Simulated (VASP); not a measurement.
TiB2:

```
Ti B
1.0
     3.08861    0.00000    0.00000
    -1.54431    2.67482    0.00000
     0.00000    0.00000    3.29172
Ti B
1 2
Direct
  0.00000 0.00000 0.00000
  0.66667 0.33333 0.50000
  0.33333 0.66667 0.50000
```

Base run:

* Program: VASP 6.6.1
* Functional: r2SCAN
* Potentials or basis: VASP PAW PBE potentials, release 64 (Ti_sv, B)
* Cutoff: 520 eV
* k mesh: 10 × 10 × 8
* Occupations: fermi-dirac, width 0.05 eV
* Spin: no spin polarisation

Its results: band gap on the k mesh zero (band 9 reaches 9.92 eV, above the bottom of band 10 at 9.31 eV); pressure -13.9 GPa.

Question: The run is repeated on the same cell with these changes: functional from r2SCAN to LDA; potentials or basis from VASP PAW PBE potentials, release 64 (Ti_sv, B) to VASP PAW LDA potentials, release 64 (Ti_sv, B). What comes out?

Answer: Band gap on the k mesh zero (band 9 reaches 9.62 eV, above the bottom of band 10 at 9.11 eV); pressure -23.0 GPa.

Caveats: the PAW data sets were made with another functional, which shifts forces and pressure a little (some runs).
